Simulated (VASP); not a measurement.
# Pt (I4/mmm) in VASP: a series of runs

Runs on Pt. Level: r2SCAN. Tasks: single point.

Everything below comes from runs of VASP 6.6.1. Logs are shortened: lines on timing, memory, paths and dates and some standing lists are left out, and cuts for length are marked.

### 1 The cell of the first run

Symmetry: I4/mmm, No. 139, tetragonal system. The conventional cell has a = 3.216 Å, b = 3.216 Å, c = 3.168 Å, α = 90.00°, β = 90.00°, γ = 90.00°. Within 3.7 Å of Pt (site symmetry 4/mmm) lie 14 Pt at 2.77 to 3.22 Å.

### 2 Single point, r2SCAN (strain +0.015 along x and y, +0.000 along z)

POSCAR reads:

```
Pt
1.0
   -1.6079833000      1.6079833000      1.5842200000
    1.6079833000     -1.6079833000      1.5842200000
    1.6079833000      1.6079833000     -1.5842200000
Pt
1
Direct
    0.0000000000      0.0000000000      0.0000000000
```

INCAR.step1 reads:

```
  ALGO = Normal
  EDIFF = 1E-4
  ENCUT = 520
  GGA = PE
  ISMEAR = 0
  LASPH = True
  LCHARG = False
  LREAL = False
  LWAVE = True
  NBANDS = 11
  NELM = 60
  PREC = Accurate
  SIGMA = 0.15
```

INCAR.step2 reads:

```
  ALGO = Normal
  EDIFF = 1E-6
  ENCUT = 520
  ISIF = 2
  ISMEAR = 0
  ISTART = 1
  LASPH = True
  LCHARG = True
  LELF = True
  LMIXTAU = True
  LREAL = False
  LVHAR = True
  LWAVE = False
  METAGGA = R2SCAN
  NBANDS = 11
  NELM = 60
  PREC = Accurate
  SIGMA = 0.15
```

KPOINTS reads:

```
k-points
0
Gamma
  22 22 22
```

Potentials or basis: VASP PAW PBE potentials, release 64 (Pt).

On the command line:

```
cat potpaw_PBE.64/Pt/POTCAR > POTCAR
cp INCAR.step1 INCAR
mpirun -np 1 vasp_std > vasp.out
cp INCAR.step2 INCAR
mpirun -np 1 vasp_std > vasp.out
```

OUTCAR:

```text
EDIFF = 1E-6
   ENCUT = 520
   ISIF = 2
   ISMEAR = 0
   ISTART = 1
   LASPH = True
   LREAL = False
   METAGGA = R2SCAN
   NELM = 60
   PREC = Accurate

 ion  position               nearest neighbor table
   1  0.000  0.000  0.000-

  LATTYP: Found a body centered tetragonal cell.
 ALAT       =     3.2159666000
 C/A-ratio  =     0.9852216749

  Lattice vectors:

 A1 = (  -1.6079833000,   1.6079833000,   1.5842200000)
 A2 = (   1.6079833000,  -1.6079833000,   1.5842200000)
 A3 = (   1.6079833000,   1.6079833000,  -1.5842200000)

Analysis of symmetry for initial positions (statically):
=====================================================================
 Subroutine PRICEL returns:
 Original cell was already a primitive cell.

 Routine SETGRP: Setting up the symmetry group for a
 body centered tetragonal supercell.

 Subroutine GETGRP returns: Found 16 space group operations
 (whereof 16 operations were pure point group operations)
 out of a pool of 16 trial point group operations.

The static configuration has the point symmetry D_4h.

Analysis of symmetry for dynamics (positions and initial velocities):
=====================================================================
 Subroutine PRICEL returns:
 Original cell was already a primitive cell.

 Routine SETGRP: Setting up the symmetry group for a
 body centered tetragonal supercell.

 Subroutine GETGRP returns: Found 16 space group operations
 (whereof 16 operations were pure point group operations)
 out of a pool of 16 trial point group operations.

The dynamic configuration has the point symmetry D_4h.

 Subroutine INISYM returns: Found 16 space group operations
 (whereof 16 operations are pure point group operations),
 and found     1 'primitive' translations

----------------------------------------------------------------------------------------

                                     Primitive cell

  volume of cell :      16.3847

  direct lattice vectors                    reciprocal lattice vectors
    -1.607983300  1.607983300  1.584220000     0.000000000  0.310948503  0.315612731
     1.607983300 -1.607983300  1.584220000     0.310948503  0.000000000  0.315612731
     1.607983300  1.607983300 -1.584220000     0.310948503  0.310948503  0.000000000

  length of vectors
     2.771456944  2.771456944  2.771456944     0.443057973  0.443057973  0.439747590

  position of ions in fractional coordinates (direct lattice)
     0.000000000  0.000000000  0.000000000

  ion indices of the primitive-cell ions
   primitive index   ion index
                 1           1

----------------------------------------------------------------------------------------

 KPOINTS: k-points

Automatic generation of k-mesh.
 Grid dimensions read from file:
 generate k-points for:   22   22   22

 Generating k-lattice:

  Cartesian coordinates                     Fractional coordinates (reciprocal lattice)
     0.000000000  0.014134023  0.014346033     0.045454545 -0.000000000  0.000000000
     0.014134023  0.000000000  0.014346033    -0.000000000  0.045454545  0.000000000
     0.014134023  0.014134023  0.000000000     0.000000000  0.000000000  0.045454545

  Length of vectors
     0.020138999  0.020138999  0.019988527

  Shift w.r.t. Gamma in fractional coordinates (k-lattice)
     0.000000000  0.000000000  0.000000000

 Subroutine IBZKPT returns following result:
 ===========================================

 Found    834 irreducible k-points:

 Following reciprocal coordinates:
            Coordinates               Weight
  0.000000  0.000000  0.000000      1.000000
  0.045455  0.000000 -0.000000      8.000000
  0.090909  0.000000 -0.000000      8.000000
  0.136364 -0.000000  0.000000      8.000000
  0.181818 -0.000000  0.000000      8.000000
  0.227273  0.000000  0.000000      8.000000
[... 16 lines left out ...]
  0.500000  0.045455  0.000000     16.000000
 -0.454545  0.045455  0.000000     16.000000
 [... further k-points ...]
   k-points           NKPTS =    834   k-points in BZ     NKDIM =    834   number of bands    NBANDS=     11
   number of dos      NEDOS =    301   number of ions     NIONS =      1
   total plane-waves  NPLWV =  13824
   dimension x,y,z NGX =    24 NGY =   24 NGZ =   24
   dimension x,y,z NGXF=    48 NGYF=   48 NGZF=   48
   ions per type =               1
   NGX,Y,Z   is equivalent  to a cutoff of  14.40, 14.40, 14.40 a.u.
   NGXF,Y,Z  is equivalent  to a cutoff of  28.79, 28.79, 28.79 a.u.
 SYSTEM =  unknown system
   PREC   = accura    normal or accurate (medium, high low for compatibility)
   ISTART =      1    job   : 0-new  1-cont  2-samecut
   ICHARG =      0    charge: 1-file 2-atom 10-const
   ISPIN  =      1    spin polarized calculation?
   LNONCOLLINEAR =      F non collinear calculations
   LSORBIT =      F    spin-orbit coupling
   LASPH  =      T    aspherical Exc in radial PAW
   ENCUT  =  520.0 eV  38.22 Ry    6.18 a.u.   5.15  5.15  5.15*2*pi/ulx,y,z
   NELM   =     60;   NELMIN=  2; NELMDL=  0     # of ELM steps
   EDIFF  = 0.1E-05   stopping-criterion for ELM
   LREAL  =      F    real-space projection
   EDIFFG = 0.1E-04   stopping-criterion for IOM
   NSW    =      0    number of steps for IOM
   IBRION =     -1    ionic relax: 0-MD 1-quasi-New 2-CG
   NFREE  =      0    steps in history (QN), initial steepest desc. (CG)
   ISIF   =      2    stress and relaxation
   ISYM   =      2    0-nonsym 1-usesym 2-fastsym
   POTIM  = 0.5000    time-step for ionic-motion
   TEBEG  =    0.0;   TEEND  =   0.0 temperature during run
   PSTRESS=    0.0 pullay stress
   NELECT =      10.0000    total number of electrons
   NUPDOWN=      -1.0000    fix difference up-down
   EMIN   =  10.00;   EMAX   =-10.00  energy-range for DOS
   EFERMI =   0.00;   METHOD = LEGACY
   ISMEAR =     0;   SIGMA  =   0.15  broadening in eV -4-tet -1-fermi 0-gaus
   EFERMI_NEDOS =   21; number of points for ismear=-14 and -15
   IALGO  =     38    algorithm
   IMIX   =      4    mixing-type and parameters
     AMIX     =   0.40;   BMIX     =  1.00
     AMIX_MAG =   1.60;   BMIX_MAG =  1.00
  volume/ion in A,a.u.               =      16.38       110.57
  Fermi-wavevector in a.u.,A,eV,Ry     =   1.388658  2.624183 26.237082  1.928371
  Thomas-Fermi vector in A             =   2.512763
   LORBIT       =      0    0 simple, 1 ext, 2 COOP (PROOUT), +10 PAW based schemes
   METAGGA = R2SCAN    functional components
   LHFCALC =     F    Hartree Fock is set to
   AEXX    =    0.0000 exact exchange contribution
   IVDW    =     0    specifies the selected vdW correction
   LEPSILON=     F    determine dielectric tensor
   LRPA    =     F    only Hartree local field effects (RPA)
 non-spin polarized calculation
 Gauss-broadening in eV      SIGMA  =   0.15
  energy-cutoff  :      520.00
  volume of cell :       16.38
 maximum number of plane-waves:       456
 NGX is ok and might be reduce to    24
   NGX = 11   NGY = 11   NGZ = 11

 number of electron      10.0000000 magnetization

 Free energy of the ion-electron system (eV)
  ---------------------------------------------------
  ext. energy  EPLUGINS =         0.00000000
  ---------------------------------------------------
  free energy    TOTEN  =       -51.37708471 eV

  energy without entropy =      -51.36404765  energy(sigma->0) =      -51.37056618

 E-fermi :   9.3147     XC(G=0): -14.0177

 val. band max:        9.3135207319   @ k =  -0.3636   0.4545   0.1818
 cond. band min:       9.3171310209   @ k =  -0.1364  -0.3636   0.0909
 fundamental gap:      0.0036102890
 Fermi energy:         9.3146543945

 k-point     1 :       0.0000    0.0000    0.0000
  band No.  band energies     occupation
      1      -0.0209      2.00000
      2       5.8368      2.00000
      3       5.9576      2.00000
      4       5.9576      2.00000
      5       8.2036      2.00000
      6       8.3530      2.00000
      7      27.3193      0.00000
      8      27.3193      0.00000
      9      27.6220      0.00000
     10      37.0319      0.00000
     11      37.0337      0.00000

 k-point     2 :       0.0455    0.0000   -0.0000
  band No.  band energies     occupation
      1       0.0646      2.00000
      2       5.8372      2.00000
      3       5.9578      2.00000
      4       5.9914      2.00000
      5       8.1945      2.00000
      6       8.3238      2.00000
      7      27.3729      0.00000
      8      27.4413      0.00000
      9      27.6601      0.00000
     10      35.5914      0.00000
     11      36.1845      0.00000

 k-point     3 :       0.0909    0.0000   -0.0000
  band No.  band energies     occupation
      1       0.3165      2.00000
      2       5.7629      2.00000
      3       5.9549      2.00000
      4       6.1700      2.00000
      5       8.1390      2.00000
      6       8.2822      2.00000
      7      27.4800      0.00000
      8      27.7142      0.00000
      9      27.8010      0.00000
     10      34.1558      0.00000
     11      34.6242      0.00000

 k-point     4 :       0.1364   -0.0000    0.0000
  band No.  band energies     occupation
      1       0.7196      2.00000
      2       5.6228      2.00000
      3       5.9420      2.00000
      4       6.4888      2.00000
      5       8.0299      2.00000
      6       8.2811      2.00000
      7      27.4533      0.00000
      8      27.5778      0.00000
      9      28.3805      0.00000
     10      33.0261      0.00000
     11      33.3072      0.00000
[... 239 lines left out ...]
 k-point    22 :       0.4545    0.0455    0.0000
  band No.  band energies     occupation
      1       2.9728      2.00000
      2       4.5159      2.00000
      3       8.1028      2.00000
      4       8.4611      2.00000
      5       9.5144      0.05965
      6      10.8406      0.00000
      7      15.7958      0.00000
      8      23.3644      0.00000
      9      25.3337      0.00000
     10      34.3425      0.00000
     11      34.6894      0.00000

 k-point    23 :       0.5000    0.0455    0.0000
  band No.  band energies     occupation
      1       2.9730      2.00000
      2       4.5164      2.00000
      3       8.1384      2.00000
      4       8.4141      2.00000
      5       9.5162      0.05735
      6      10.8404      0.00000
      7      15.8060      0.00000
      8      23.3661      0.00000
      9      25.3314      0.00000
     10      34.4078      0.00000
     11      34.6055      0.00000

 k-point    24 :      -0.4545    0.0455    0.0000
  band No.  band energies     occupation
      1       2.9882      2.00000
      2       4.5658      2.00000
      3       8.0029      2.00000
      4       8.3434      2.00000
      5       9.0551      1.98560
      6      10.4003      0.00000
      7      16.8777      0.00000
      8      23.5866      0.00000
      9      25.7745      0.00000
     10      34.0911      0.00000
     11      34.4088      0.00000

 [... further k-points ...]

------------------------ aborting loop because EDIFF is reached ----------------------------------------

  FORCE on cell =-STRESS in cart. coord.  units (eV):
  Direction    XX          YY          ZZ          XY          YZ          ZX
  --------------------------------------------------------------------------------------
  -------------------------------------------------------------------------------------
  Total       -1.2027151     -1.2027151     -1.3299736      0.0000000      0.0000000      0.0000000
  in kB     -117.6074368   -117.6074368   -130.0514068      0.0000000      0.0000000      0.0000000
  external PRESSURE =    -121.7554268 kB  Pullay stress =       0.0000000 kB

 VOLUME and BASIS-vectors are now :
 -----------------------------------------------------------------------------
  energy-cutoff  :      520.00
  volume of cell :       16.38
      direct lattice vectors                 reciprocal lattice vectors
    -1.607983300  1.607983300  1.584220000     0.000000000  0.310948503  0.315612731
     1.607983300 -1.607983300  1.584220000     0.310948503  0.000000000  0.315612731
     1.607983300  1.607983300 -1.584220000     0.310948503  0.310948503  0.000000000

 POSITION                                       TOTAL-FORCE (eV/Angst)
 -----------------------------------------------------------------------------------
      0.00000      0.00000      0.00000         0.000000      0.000000      0.000000
 -----------------------------------------------------------------------------------
    total drift:                               -0.000000      0.000000      0.000000

  FREE ENERGIE OF THE ION-ELECTRON SYSTEM (eV)
  ---------------------------------------------------
  free  energy   TOTEN  =       -51.3770847131 eV

  energy  without entropy=      -51.3640476500  energy(sigma->0) =      -51.37056618
```

It took 3.7 min on 1 thread of Intel Xeon Platinum 8488C (Sapphire Rapids), shared host; peak memory 0.28 GiB.

What came out:

```
Free energy            : -51.3771 eV
Pressure               : -12.2 GPa
Band gap on the k mesh : zero (band 5 reaches 10.34 eV, above the bottom of band 6 at 8.18 eV)
```

Caveat: the cell differs from its parent crystal (strain +0.015 along x and y, +0.000 along z); the PAW data sets were made with another functional, which shifts forces and pressure a little; spin-orbit coupling is left out, which moves the levels of the heavy elements.

### 3 Single point, r2SCAN (strain +0.030 along x and y, +0.000 along z)

POSCAR reads:

```
Pt
1.0
   -1.6317466000      1.6317466000      1.5842200000
    1.6317466000     -1.6317466000      1.5842200000
    1.6317466000      1.6317466000     -1.5842200000
Pt
1
Direct
    0.0000000000      0.0000000000      0.0000000000
```

INCAR.step1 reads:

```
SYSTEM = Pt
PREC = Accurate ; ENCUT = 520
ISMEAR = 0 ; SIGMA = 0.15
LREAL = .FALSE. ; LASPH = .TRUE.
NELM = 100 ; NBANDS = 11
GGA = PE ; ALGO = Normal
EDIFF = 1E-4 ; LWAVE = .TRUE.
LCHARG = .FALSE.
```

INCAR.step2 reads:

```
SYSTEM = Pt
PREC = Accurate ; ENCUT = 520
EDIFF = 1E-6 ; ISMEAR = 0
SIGMA = 0.15 ; LREAL = .FALSE.
LASPH = .TRUE. ; NELM = 100
ALGO = Normal ; ISIF = 2
LWAVE = .FALSE. ; LCHARG = .FALSE.
METAGGA = R2SCAN ; LMIXTAU = .TRUE.
NBANDS = 11 ; ISTART = 1
```

KPOINTS reads:

```
regular mesh
0
G
  22 22 22
  0 0 0
```

Potentials or basis: VASP PAW PBE potentials, release 64 (Pt).

On the command line:

```
cat potpaw_PBE.64/Pt/POTCAR > POTCAR
cp INCAR.step1 INCAR
mpirun -np 1 vasp_std > vasp.out
cp INCAR.step2 INCAR
mpirun -np 1 vasp_std > vasp.out
```

Wall time 4.9 min (1 thread of Intel Xeon Platinum 8488C (Sapphire Rapids), shared host); peak memory 0.28 GiB.

The run converged. Its results:

```yaml
Free_energy: -51.3339 eV
Pressure: -17.4 GPa
Band_gap_on_the_k_mesh: zero (band 5 reaches 9.80 eV, above the bottom of band 6 at 7.72 eV)
```

Stress tensor (GPa, compression positive):
```
-16.58   0.00   0.00
  0.00 -16.58   0.00
  0.00   0.00 -18.92
```

Levels at points of the mesh, in eV from the Fermi level:
```
           k point  band 1  band 2  band 3  band 4  band 5  band 6  band 7  band 8  band 9  band 10
(0.00, 0.00, 0.00)   -9.04   -3.40   -3.17   -3.17   -1.15   -0.86   17.90   17.90   18.49    26.94
(0.50, 0.00, 0.00)   -6.12   -4.65   -1.11   -0.63    0.74    0.98    6.15   13.92   15.79    24.57
(0.50, 0.50, 0.00)   -6.17   -4.39   -1.36   -0.82    0.57    0.93    5.90   14.30   16.52    24.39
(0.50, 0.50, 0.50)   -5.65   -5.65    0.46    0.46    0.55    7.65    7.65    8.57   12.44    18.65
```

Caveat: the cell differs from its parent crystal (strain +0.030 along x and y, +0.000 along z); the PAW data sets were made with another functional, which shifts forces and pressure a little; spin-orbit coupling is left out, which moves the levels of the heavy elements.
